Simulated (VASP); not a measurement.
Here is a VASP 6.6.1 calculation.

Contents of INCAR:

```
SYSTEM = Bi
PREC = Accurate
ENCUT = 520
EDIFF = 1E-6
ISMEAR = -1
SIGMA = 0.05
LREAL = .FALSE.
LASPH = .TRUE.
NELM = 80
ALGO = Fast
ISIF = 2
LWAVE = .FALSE.
LCHARG = .FALSE.
GGA = PE
NBANDS = 38
```

The input KPOINTS:

```
Automatic mesh
0
G
  6 6 4
  0 0 0
```

The input POSCAR:

```
Bi
1.0
    4.6584121839      0.0000000000      0.0000000000
    0.0000000000      4.5263885800      0.0000000000
   -0.3459734563      0.0000000000      6.5119480672
Bi
4
Direct
    0.2513749200      0.2500000000      0.7487333800
    0.7486250800      0.7500000000      0.2512666200
    0.2498876900      0.2500000000      0.2488803300
    0.7501123100      0.7500000000      0.7511196700
```

Potentials or basis: VASP PAW PBE potentials, release 64 (Bi_d).

The run is started by

```sh
$ cat potpaw_PBE.64/Bi_d/POTCAR > POTCAR
$ mpirun -np 1 vasp_std > vasp.out
```

(1) What does it give for the band gap on the k mesh?

(2) What does it give for the pressure?

## Answers

(1) zero (bands 30 and 31 overlap by 0.34 eV).

(2) 1.1 GPa.

Caveat: spin-orbit coupling is left out, which moves the levels of the heavy elements.
